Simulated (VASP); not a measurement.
# CdS in VASP: further runs, part 2 of 2

VASP 6.6.1.

## 4. Single point, PBE0

This run uses another cell than the first one, of 22.12 Å³/atom, 1.128 times its volume.

The input, POSCAR:

```
CdS
1.0
    0.0000000000      2.8072428857      2.8072428857
    2.8072428857      0.0000000000      2.8072428857
    2.8072428857      2.8072428857      0.0000000000
Cd S
1 1
Direct
    0.0000000000      0.0000000000      0.0000000000
    0.5000000000      0.5000000000      0.5000000000
```

The input, INCAR.step1:

```
SYSTEM = CdS
PREC     = Accurate       ! precision mode
ENCUT    = 520            ! plane-wave cutoff, eV
EDIFF    = 1E-5           ! SCF threshold, eV
ISMEAR   = -1             ! smearing method
SIGMA    = 0.05           ! smearing width, eV
LREAL    = .FALSE.        ! projectors in reciprocal space
LASPH    = .TRUE.         ! aspherical terms in the spheres
NELM     = 60             ! most SCF steps
ALGO     = Normal         ! electronic algorithm
ISIF     = 2              ! what is computed and relaxed
LWAVE    = .TRUE.         ! write WAVECAR
NBANDS   = 16             ! bands
GGA      = PE             ! functional
```

The input, INCAR.step2:

```
SYSTEM = CdS
PREC     = Accurate       ! precision mode
ENCUT    = 520            ! plane-wave cutoff, eV
EDIFF    = 1E-7           ! SCF threshold, eV
ISMEAR   = -1             ! smearing method
SIGMA    = 0.05           ! smearing width, eV
LREAL    = .FALSE.        ! projectors in reciprocal space
LASPH    = .TRUE.         ! aspherical terms in the spheres
NELM     = 60             ! most SCF steps
ALGO     = Normal         ! electronic algorithm
ISIF     = 2              ! what is computed and relaxed
LWAVE    = .FALSE.        ! write WAVECAR
LCHARG   = .TRUE.         ! write CHGCAR
GGA      = PE             ! functional
LHFCALC  = .TRUE.         ! exact exchange
AEXX     = 0.25           ! exact-exchange fraction
PRECFOCK = Normal       
LELF     = .TRUE.         ! ELF
LVHAR    = .TRUE.       
NBANDS   = 16             ! bands
ISTART   = 1
```

The input, KPOINTS:

```
Automatic mesh
0
G
  4 4 4
  0 0 0
```

Potentials or basis: VASP PAW PBE potentials, release 64 (Cd, S).

Launch:

```console
> cat potpaw_PBE.64/Cd/POTCAR potpaw_PBE.64/S/POTCAR > POTCAR
> cp INCAR.step1 INCAR
> mpirun -np 1 vasp_std > vasp.out
> cp INCAR.step2 INCAR
> mpirun -np 1 vasp_std > vasp.out
```

Run time: 9.7 min. Hardware: 1 thread of Intel Xeon Platinum 8375C at 2.90GHz (Ice Lake), shared host; peak memory 0.17 GiB.

It converged, with:

```
Free energy            : -7.8340 eV
Pressure               : -5.5 GPa
Band gap on the k mesh : 1.91 eV, indirect (least direct gap 2.87 eV)
```

Levels at points of the mesh, in eV from the valence-band top:
```
           k point  band 6  band 7  band 8  band 9  band 10  band 11  band 12  band 13
(0.00, 0.00, 0.00)   -8.78   -0.58   -0.58   -0.58     2.29    11.07    11.07    11.07
(0.50, 0.00, 0.00)   -8.63   -4.88    0.00    0.00     5.21     7.78     7.78     8.47
(0.50, 0.50, 0.00)   -7.94   -4.08   -1.97   -1.97     1.91     7.76    11.52    12.97
```

Caveat: the k points lie up to 0.48 Å⁻¹ apart; the PAW data sets were made with another functional, which shifts forces and pressure a little. A k mesh can miss the band edges.

## 5. Single point, PBEsol

The input, INCAR:

```
ALGO = Normal ; EDIFF = 1E-6
ENCUT = 540 ; GGA = PS
GGA_COMPAT = F ; ISIF = 2
ISMEAR = -1 ; LASPH = T
LCHARG = F ; LREAL = F
LWAVE = F ; NBANDS = 20
NELM = 120 ; PREC = Accurate
SIGMA = 0.05
```

The input, KPOINTS:

```
k-points
0
Gamma
  8 8 8
```

The input, POSCAR:

```
CdS
1.0
    0.0000000000      2.6987685558      2.6987685558
    2.6987685558      0.0000000000      2.6987685558
    2.6987685558      2.6987685558      0.0000000000
Cd S
1 1
Direct
    0.0000000000      0.0000000000      0.0000000000
    0.5000000000      0.5000000000      0.5000000000
```

Potentials or basis: VASP PAW PBE potentials, release 64 (Cd_sv_GW, S).

Launch:

```console
> cat potpaw_PBE.64/Cd_sv_GW/POTCAR potpaw_PBE.64/S/POTCAR > POTCAR
> mpirun -np 1 vasp_std > vasp.out
```

Run time: 18 s. Hardware: 1 thread of Intel Xeon Platinum 8488C (Sapphire Rapids), shared host; peak memory 0.19 GiB.

It converged, with:

- Free energy: -6.7328 eV
- Pressure: -1.2 GPa

Levels at points of the mesh, in eV from the Fermi level:
```tsv
k point	band 11	band 12	band 13	band 14	band 15	band 16
(0.00, 0.00, 0.00)	-1.01	-1.01	-1.01	0.84	9.02	9.02
(0.50, 0.00, 0.00)	-5.24	-0.14	-0.14	3.16	5.62	5.62
(0.50, 0.50, 0.00)	-4.73	-2.49	-2.49	-0.01	5.71	9.82
```

Caveat: the PAW data sets were made with another functional, which shifts forces and pressure a little.

## 6. Single point, PBE (atoms moved at random)

The input, INCAR:

```
PREC = Accurate
ENCUT = 520
EDIFF = 1E-6
ISMEAR = -1
SIGMA = 0.05
LREAL = False
LASPH = True
NELM = 100
ALGO = Normal
ISIF = 2
LWAVE = False
LCHARG = True
GGA = PE
LELF = True
LVHAR = True
NBANDS = 16
```

The input, KPOINTS:

```
regular mesh
0
Gamma
  8 8 8
```

The input, POSCAR:

```
CdS
1.0
    0.0000000000      2.7532440000      2.7532440000
    2.7532440000      0.0000000000      2.7532440000
    2.7532440000      2.7532440000      0.0000000000
Cd S
1 1
Direct
    0.0043500000     -0.0227350000      0.0131390000
    0.5008350000      0.4939670000      0.4974020000
```

Potentials or basis: VASP PAW PBE potentials, release 64 (Cd, S).

Launch:

```console
> cat potpaw_PBE.64/Cd/POTCAR potpaw_PBE.64/S/POTCAR > POTCAR
> mpirun -np 1 vasp_std > vasp.out
```

OUTCAR:

```text
PREC = Accurate
   ENCUT = 520
   EDIFF = 1E-6
   ISMEAR = -1
   LREAL = False
   LASPH = True
   NELM = 100
   ISIF = 2
   GGA = PE

 ion  position               nearest neighbor table
   1  0.004  0.977  0.013-   2 2.70   2 2.72   2 2.75   2 2.76   2 2.79   2 2.81
   2  0.501  0.494  0.497-   1 2.70   1 2.72   1 2.75   1 2.76   1 2.79   1 2.81

  LATTYP: Found a face centered cubic cell.
 ALAT       =     5.5064880000

  Lattice vectors:

[... 642 lines left out ...]

------------------------ aborting loop because EDIFF is reached ----------------------------------------

  FORCE on cell =-STRESS in cart. coord.  units (eV):
  Direction    XX          YY          ZZ          XY          YZ          ZX
  --------------------------------------------------------------------------------------
  -------------------------------------------------------------------------------------
  Total       -0.0282657      0.0389931      0.0031217      0.0004188      0.0058571     -0.0002255
  in kB       -1.0849412      1.4966981      0.1198242      0.0160738      0.2248164     -0.0086558
  external PRESSURE =       0.1771937 kB  Pullay stress =       0.0000000 kB

 VOLUME and BASIS-vectors are now :
 -----------------------------------------------------------------------------
  energy-cutoff  :      520.00
  volume of cell :       41.74
      direct lattice vectors                 reciprocal lattice vectors
     0.000000000  2.753244000  2.753244000    -0.181603955  0.181603955  0.181603955
     2.753244000  0.000000000  2.753244000     0.181603955 -0.181603955  0.181603955
     2.753244000  2.753244000  0.000000000     0.181603955  0.181603955 -0.181603955

 POSITION                                       TOTAL-FORCE (eV/Angst)
 -----------------------------------------------------------------------------------
      2.72682      0.04815      2.70263         0.003628     -0.071141      0.047549
      2.72948      2.74839      2.73893        -0.003628      0.071141     -0.047549
 -----------------------------------------------------------------------------------
    total drift:                                0.000352     -0.000142      0.000083

  FREE ENERGIE OF THE ION-ELECTRON SYSTEM (eV)
  ---------------------------------------------------
  free  energy   TOTEN  =        -5.8741656943 eV

  energy  without entropy=       -5.8731815373  energy(sigma->0) =       -5.87367362
```

stdout:

```text
POSCAR found type information on POSCAR CdS
 POSCAR found :  2 types and       2 ions
 scaLAPACK will be used
 LDA part: xc-table for (Slater+PW92), standard interpolation
 POSCAR, INCAR and KPOINTS ok, starting setup
 FFT: planning ... GRIDC
 FFT: planning ... GRID_SOFT
 FFT: planning ... GRID
 WAVECAR not read
 entering main loop
```

Run time: 2.3 min. Hardware: 1 thread of Intel Xeon Platinum 8375C at 2.90GHz (Ice Lake), shared host; peak memory 0.3 GiB.

What came out:

```
Free energy            : -5.8742 eV
Pressure               : 0.0 GPa
Largest force          : 0.086 eV/Å
Band gap on the k mesh : 0.27 eV, indirect (least direct gap 1.53 eV)
```

Forces on the atoms (eV/Å):
```
Cd   0.004 -0.071  0.048
S   -0.004  0.071 -0.048
```

Stress tensor (GPa, compression positive):
```
-0.11  0.00  0.00
 0.00  0.15  0.02
 0.00  0.02  0.01
```

Levels at points of the mesh, in eV from the valence-band top:
```
           k point  band 6  band 7  band 8  band 9  band 10  band 11  band 12  band 13
(0.00, 0.00, 0.00)   -7.57   -0.69   -0.69   -0.69     0.84     9.20     9.21     9.24
(0.50, 0.00, 0.00)   -7.37   -4.75   -0.01    0.00     3.55     5.94     5.94     6.67
(0.00, 0.50, 0.00)   -7.37   -4.74    0.00    0.00     3.54     5.93     5.94     6.66
(0.00, 0.00, 0.50)   -7.37   -4.74    0.00    0.00     3.54     5.93     5.94     6.66
(0.50, 0.50, 0.50)   -7.37   -4.75   -0.01    0.00     3.55     5.94     5.94     6.67
(0.50, 0.50, 0.00)   -6.67   -4.10   -2.05   -2.04     0.27     6.07     9.74    11.14
(0.00, 0.50, 0.50)   -6.67   -4.10   -2.05   -2.04     0.27     6.06     9.74    11.14
(0.50, 0.00, 0.50)   -6.67   -4.10   -2.05   -2.05     0.27     6.07     9.75    11.14
```

Caveat: the cell differs from its parent crystal (atoms moved at random). A k mesh can miss the band edges.

## 7. Overview

| task | level | potentials or basis | cell | k mesh | cutoff (eV) | second run | grid for exact exchange (PRECFOCK) | gap on the mesh (eV) | pressure (GPa) |
| --- | --- | --- | --- | --- | --- | --- | --- | --- | --- |
| single point | PBEsol | VASP PAW PBE potentials, release 64 (Cd_sv_GW, S) | a = 3.814 Å, angles 60.0°, 2 atoms | 8 × 8 × 8 | 540 | valence_matched | - | - | -1.0 |
| relaxation of cell and atoms | PBE+D3(BJ) | VASP PAW PBE potentials, release 64 (Cd_sv_GW, S) | relaxed from a = 3.894 Å, angles 60.0°, 2 atoms | 8 × 8 × 8 | 540 | valence_matched | - | 0.25 | 0.0 |
| single point | PBE0 | VASP PAW PBE potentials, release 64 (Cd, S) | a = 3.970 Å, angles 60.0°, 2 atoms | 4 × 4 × 4 | 520 | - | Normal | 1.91 | -5.5 |
| single point | PBEsol | VASP PAW PBE potentials, release 64 (Cd_sv_GW, S) | a = 3.817 Å, angles 60.0°, 2 atoms | 8 × 8 × 8 | 540 | valence_matched | - | - | -1.2 |
| single point | PBE | VASP PAW PBE potentials, release 64 (Cd, S) | a = 3.894 Å, angles 60.0°, 2 atoms | 8 × 8 × 8 | 520 | - | - | 0.27 | 0.0 |

Alike in all rows: no spin polarisation; smearing fermi-dirac 0.05 eV.

Caveats: some runs use coarse meshes; the PAW data sets were made with another functional, which shifts forces and pressure a little (some runs).

Total energies depend on the potentials used, so only differences within one code and one set of settings carry meaning.
